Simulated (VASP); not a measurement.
# BaZrO3 (P1) in VASP: relaxation of cell and atoms with PBE

Aim: the relaxation of cell and atoms of BaZrO3 with PBE.

All numbers are computed with VASP 6.6.1; they aren't measurements. Logs are shortened: lines on timing, memory, paths and dates and some standing lists are left out, and cuts for length are marked.

## 1. The cell of the first run

The typed cell holds 10 atoms: a = 4.217 Å, b = 4.228 Å, c = 8.284 Å, α = 90.19°, β = 90.36°, γ = 89.17°.

## 2. Relaxation of cell and atoms, PBE

The input, INCAR:

```
PREC = Accurate
ENCUT = 600
EDIFF = 1E-7
ISMEAR = 0
SIGMA = 0.1
LREAL = False
LASPH = True
NELM = 80
ALGO = Normal
ISIF = 3
LWAVE = False
LCHARG = False
GGA = PE
IBRION = 2
NSW = 80
EDIFFG = -0.025
```

The input, KPOINTS:

```
regular mesh
0
Gamma
  4 4 2
```

The input, POSCAR:

```
BaZrO3
1.0
   -0.0130196112      4.2171318389      0.0307456359
   -0.0070603023      0.0307456359      4.2274341193
    8.2837940157     -0.0260392223     -0.0141206046
Ba Zr O
2 2 6
Direct
   -0.0510401098     -0.0437771075      0.0070938542
    0.0461102353     -0.0201557135      0.4725161872
    0.4119172818      0.5030541488      0.2525992746
    0.4616101857      0.4694451849      0.7623406669
    0.4954812930      0.5269370325      0.0298847357
    0.5386477033      0.5605296688      0.4981391242
    0.0178696627      0.4903975378      0.2401546814
    0.0246149768      0.5550541501      0.7423579843
    0.5262311389     -0.0566294910      0.2337291825
    0.5285576323      0.0151445889      0.7611843089
```

Potentials or basis: VASP PAW PBE potentials, release 64 (Ba_sv, Zr_sv, O).

Run with:

```
cat potpaw_PBE.64/Ba_sv/POTCAR potpaw_PBE.64/Zr_sv/POTCAR potpaw_PBE.64/O/POTCAR > POTCAR
mpirun -np 1 vasp_std > vasp.out
```

OUTCAR:

```text
PREC = Accurate
   ENCUT = 600
   EDIFF = 1E-7
   ISMEAR = 0
   LREAL = False
   LASPH = True
   NELM = 80
   ISIF = 3
   GGA = PE
   IBRION = 2
   NSW = 80
   EDIFFG = -0.025

 ion  position               nearest neighbor table
   1  0.949  0.956  0.007-   9 2.60   5 2.66  10 2.70   7 2.77   8 2.78   5 2.92   7 2.98   5 3.06
                             9 3.06  10 3.20   3 3.39   4 3.55   4 3.59   4 3.59   3 3.63   3 3.65
   2  0.046  0.980  0.473-   6 2.72   6 2.81   7 2.82   9 2.84   8 2.87   7 2.90   9 2.95   3 3.11
                            10 3.13   6 3.24   6 3.24  10 3.25   3 3.28   8 3.30   4 3.62   4 3.66
   3  0.412  0.503  0.253-   7 1.67   5 1.88   9 1.94   6 2.11   9 2.41   7 2.56   2 3.11   2 3.28
                             1 3.39   1 3.63   1 3.65   1 3.81   2 3.82   2 3.89
   4  0.462  0.469  0.762-   8 1.88  10 1.94   5 2.23   6 2.25  10 2.33   8 2.41   1 3.55   1 3.59
                             1 3.59   2 3.62   2 3.66   1 3.70   2 4.00   2 4.09
   5  0.495  0.527  0.030-   3 1.88   4 2.23   1 2.66   1 2.92   1 3.06
   6  0.539  0.561  0.498-   3 2.11   4 2.25   2 2.72   2 2.81   2 3.24   2 3.24
   7  0.018  0.490  0.240-   3 1.67   3 2.56   1 2.77   2 2.82   2 2.90   1 2.98
   8  0.025  0.555  0.742-   4 1.88   4 2.41   1 2.78   2 2.87   2 3.30
   9  0.526  0.943  0.234-   3 1.94   3 2.41   1 2.60   2 2.84   2 2.95   1 3.06
  10  0.529  0.015  0.761-   4 1.94   4 2.33   1 2.70   2 3.13   1 3.20   2 3.25

  LATTYP: Found a triclinic cell.
 ALAT       =    14.4765611265
 B/A-ratio  =     0.6479076863
 C/A-ratio  =     1.3160557659
 COS(alpha) =     0.0001623227
 COS(beta)  =     0.6257397846
 COS(gamma) =     0.7780419105

  Lattice vectors:

 A1 = (  -8.2957126335,   8.3988116283,  -8.3792563622)
 A2 = (  -0.0189789201,   8.4035180419,  -4.1659428475)
 A3 = ( -16.5404478156,  -4.2265446661,  -8.4573726653)

Analysis of symmetry for initial positions (statically):
=====================================================================
 Subroutine PRICEL returns:
 Original cell was already a primitive cell.

 Routine SETGRP: Setting up the symmetry group for a
 triclinic supercell.

 Subroutine GETGRP returns: Found  1 space group operations
 (whereof  1 operations were pure point group operations)
 out of a pool of  2 trial point group operations.

The static configuration has the point symmetry C_1 .

Analysis of symmetry for dynamics (positions and initial velocities):
=====================================================================
 Subroutine PRICEL returns:
 Original cell was already a primitive cell.

 Routine SETGRP: Setting up the symmetry group for a
 triclinic supercell.

 Subroutine GETGRP returns: Found  1 space group operations
 (whereof  1 operations were pure point group operations)
 out of a pool of  2 trial point group operations.

The dynamic configuration has the point symmetry C_1 .

 Subroutine INISYM returns: Found  1 space group operations
 (whereof  1 operations are pure point group operations),
 and found     1 'primitive' translations
[... 133 lines left out ...]
   AEXX    =    0.0000 exact exchange contribution
   IVDW    =     0    specifies the selected vdW correction
   LEPSILON=     F    determine dielectric tensor
   LRPA    =     F    only Hartree local field effects (RPA)
 conjugate gradient relaxation of ions
 non-spin polarized calculation
 Gauss-broadening in eV      SIGMA  =   0.10
  energy-cutoff  :      600.00
  volume of cell :      147.67
 maximum number of plane-waves:      4964
 NGX is ok and might be reduce to    36
   NGX = 17   NGY = 17   NGZ = 33

--------------------------------------- Ionic step        1  -------------------------------------------

 number of electron      80.0000005 magnetization

 Free energy of the ion-electron system (eV)
  ---------------------------------------------------
  ext. energy  EPLUGINS =         0.00000000
  ---------------------------------------------------
  free energy    TOTEN  =       -79.09039554 eV

  energy without entropy =      -79.09039554  energy(sigma->0) =      -79.09039554

------------------------ aborting loop because EDIFF is reached ----------------------------------------

  FORCE on cell =-STRESS in cart. coord.  units (eV):
  Direction    XX          YY          ZZ          XY          YZ          ZX
  --------------------------------------------------------------------------------------
  -------------------------------------------------------------------------------------
  Total       12.4502342     27.1740259     11.4791798      0.1559432     -0.3814057      1.2613773
  in kB      135.0806784    294.8286580    124.5450779      1.6919290     -4.1381182     13.6855017
  external PRESSURE =     184.8181381 kB  Pullay stress =       0.0000000 kB
[... 31 lines left out ...]
--------------------------------------- Ionic step        2  -------------------------------------------

 number of electron      80.0000001 magnetization

 E-fermi :   3.1926     XC(G=0):  -9.5182

 val. band max:        2.7401981107   @ k =   0.5000   0.5000   0.0000
 cond. band min:       5.7154676486   @ k =   0.0000   0.0000   0.0000
 fundamental gap:      2.9752695379
 Fermi energy:         3.1925637492

 k-point     1 :       0.0000    0.0000    0.0000
  band No.  band energies     occupation
      1     -45.5415      2.00000
      2     -45.1562      2.00000
      3     -25.5101      2.00000
      4     -24.4304      2.00000
      5     -23.7040      2.00000
      6     -23.5745      2.00000
[... 1090 lines left out ...]
  FREE ENERGIE OF THE ION-ELECTRON SYSTEM (eV)
  ---------------------------------------------------
  free  energy   TOTEN  =       -81.9113633937 eV

  energy  without entropy=      -81.9113633937  energy(sigma->0) =      -81.91136339

[... ionic steps 4 to 24 ...]

--------------------------------------- Ionic step       25  -------------------------------------------

 number of electron      80.0000021 magnetization

------------------------ aborting loop because EDIFF is reached ----------------------------------------
[... 83 lines left out ...]
--------------------------------------- Ionic step       27  -------------------------------------------

 number of electron      80.0000024 magnetization

 Free energy of the ion-electron system (eV)
  ---------------------------------------------------
  ext. energy  EPLUGINS =         0.00000000
  ---------------------------------------------------
  free energy    TOTEN  =       -83.43809184 eV

  energy without entropy =      -83.43809184  energy(sigma->0) =      -83.43809184

 E-fermi :   4.0094     XC(G=0): -10.6157

 val. band max:        3.5732739879   @ k =   0.5000   0.5000   0.0000
 cond. band min:       6.6868001026   @ k =   0.0000   0.0000   0.0000
 fundamental gap:      3.1135261147
 Fermi energy:         4.0093509082

 k-point     1 :       0.0000    0.0000    0.0000
  band No.  band energies     occupation
      1     -43.6503      2.00000
      2     -43.6459      2.00000
      3     -22.1060      2.00000
      4     -21.8395      2.00000
      5     -21.7700      2.00000
      6     -21.7696      2.00000
[... 1046 lines left out ...]
  FREE ENERGIE OF THE ION-ELECTRON SYSTEM (eV)
  ---------------------------------------------------
  free  energy   TOTEN  =       -83.4380918389 eV

  energy  without entropy=      -83.4380918389  energy(sigma->0) =      -83.43809184

 reached required accuracy - stopping structural energy minimisation
```

CONTCAR:

```text
BaZrO3
   1.00000000000000
    -0.0008072981514751    4.2343820464557060   -0.0010804730249507
     0.0007182193880868   -0.0003063665103806    4.2354614658087817
     8.4686990875442909   -0.0010571746795434    0.0007632265928093
  Ba              Zr              O
     2     2     6
Direct
     0.0006485132597792    0.9990766712196436    0.9999689852283625
     0.9994367725356395    0.9996537333154700    0.5000129108674745
     0.5003258479197950    0.4994534187795437    0.2498473311059208
     0.5000323040404536    0.5001064996737913    0.7499765279959225
     0.4994244089868030    0.5002308452649674    0.0000546840553379
     0.5006469191990484    0.5000568122277455    0.5000031886559303
     0.9997281596309910    0.4992780398854099    0.2498415131002087
     0.0000985775470397    0.5021502172048488    0.7505948172427198
     0.4993889989153271    0.9991774374041539    0.2498556655515802
     0.5002694979651309    0.0008163248244214    0.7498443760965485

  0.00000000E+00  0.00000000E+00  0.00000000E+00
  0.00000000E+00  0.00000000E+00  0.00000000E+00
  0.00000000E+00  0.00000000E+00  0.00000000E+00
  0.00000000E+00  0.00000000E+00  0.00000000E+00
  0.00000000E+00  0.00000000E+00  0.00000000E+00
  0.00000000E+00  0.00000000E+00  0.00000000E+00
  0.00000000E+00  0.00000000E+00  0.00000000E+00
  0.00000000E+00  0.00000000E+00  0.00000000E+00
  0.00000000E+00  0.00000000E+00  0.00000000E+00
  0.00000000E+00  0.00000000E+00  0.00000000E+00
```

It took 50 min on 1 thread of Intel Xeon Platinum 8375C at 2.90GHz (Ice Lake), shared host; peak memory 0.41 GiB.

What came out:

| Quantity | Value |
| --- | --- |
| Free energy | -83.4381 eV |
| Relaxed volume | 15.19 Å³/atom |
| Relaxed cell | a = 4.234 Å, b = 4.235 Å, c = 8.469 Å, α = 89.99°, β = 90.02°, γ = 90.02° |
| Space group after relaxing (to 0.1 Å) | Pm-3m (No. 221) |
| Energy gained by relaxing | 434.8 meV/atom |
| Ionic steps | 27 |
| Pressure after relaxing | 0.0 GPa |
| Largest force after relaxing | 0.021 eV/Å |
| Band gap on the k mesh | 3.11 eV (least direct gap 3.37 eV) |

Forces in eV/Å, atoms in the order of the input:
```
Ba   0.001 -0.005  0.008
Ba  -0.005  0.008  0.000
Zr   0.003 -0.012 -0.003
Zr   0.008  0.001  0.000
O   -0.010  0.008 -0.003
O    0.005 -0.010 -0.001
O    0.009  0.008 -0.001
O   -0.016  0.000 -0.014
O    0.006  0.004  0.020
O    0.000 -0.003 -0.006
```

The path:
```
step  energy change (eV)  largest force (eV/Å)  pressure (GPa)  volume (Å³)
   1              0.0000               13.6533           18.48       147.67
   2              0.9114               16.5987           -5.59       186.86
   3             -2.8210                1.9481           -7.42       164.33
   4             -2.8541                1.9852           -6.88       163.34
   5             -2.9094                2.4948           -2.62       157.95
   6             -2.9213                2.1704           -4.36       159.81
   7             -3.7373                1.2782            0.31       153.43
   8             -3.8374                1.3856            3.56       150.33
   9             -4.1648                0.6723           -0.99       153.96
  10             -4.1688                0.6500           -1.45       154.42
  11             -4.2410                0.5401            0.51       151.98
  12             -4.2502                0.4909            1.62       150.77
  13             -4.2977                0.2595            0.13       152.04
  14             -4.3036                0.2698           -0.54       152.68
  15             -4.3219                0.2147            0.06       151.98
  16             -4.3275                0.2223            0.68       151.31
  17             -4.3353                0.1359           -0.43       152.39
  18             -4.3354                0.1247           -0.29       152.25
  19             -4.3401                0.1040            0.03       151.92
  20             -4.3415                0.1186            0.33       151.61
  21             -4.3446                0.0776           -0.14       152.07
  22             -4.3448                0.0780           -0.27       152.20
  23             -4.3467                0.0515            0.06       151.86
  24             -4.3468                0.0506            0.13       151.78
  25             -4.3474                0.0391           -0.07       151.99
  26             -4.3474                0.0411           -0.08       151.99
  27             -4.3477                0.0213            0.03       151.88
```

Final structure:
```cif
data_structure
_symmetry_space_group_name_H-M 'P 1'
_symmetry_Int_Tables_number 1
_cell_length_a 4.2344
_cell_length_b 4.2355
_cell_length_c 8.4687
_cell_angle_alpha 89.985
_cell_angle_beta 90.018
_cell_angle_gamma 90.019
_cell_volume 151.88
loop_
_atom_site_label
_atom_site_type_symbol
_atom_site_fract_x
_atom_site_fract_y
_atom_site_fract_z
_atom_site_occupancy
Ba1 Ba 0.00065 0.99908 0.99997 1
Ba2 Ba 0.99944 0.99965 0.50001 1
Zr1 Zr 0.50033 0.49945 0.24985 1
Zr2 Zr 0.50003 0.50011 0.74998 1
O1 O 0.49942 0.50023 0.00005 1
O2 O 0.50065 0.50006 0.50000 1
O3 O 0.99973 0.49928 0.24984 1
O4 O 0.00010 0.50215 0.75059 1
O5 O 0.49939 0.99918 0.24986 1
O6 O 0.50027 0.00082 0.74984 1
```

Levels at points of the mesh, in eV from the valence-band top:
```csv
k point,band 38,band 39,band 40,band 41,band 42,band 43
"(0.00, 0.00, 0.00)",-0.26,-0.26,-0.26,3.11,3.11,3.12
"(0.50, 0.00, 0.00)",-0.50,-0.49,-0.07,3.53,5.47,5.48
"(0.00, 0.50, 0.00)",-0.50,-0.49,-0.07,3.53,5.47,5.48
"(0.50, 0.50, 0.00)",0.00,0.00,0.00,5.47,5.48,5.86
"(0.00, 0.00, 0.50)",-0.41,-0.41,-0.40,3.30,3.31,4.26
"(0.50, 0.00, 0.50)",-0.73,-0.45,-0.45,4.52,4.52,5.48
"(0.00, 0.50, 0.50)",-0.73,-0.45,-0.45,4.52,4.52,5.48
"(0.50, 0.50, 0.50)",-0.48,-0.04,-0.04,5.80,5.80,5.80
```

Caveat: spin-orbit coupling is left out, which moves the levels of the heavy elements.
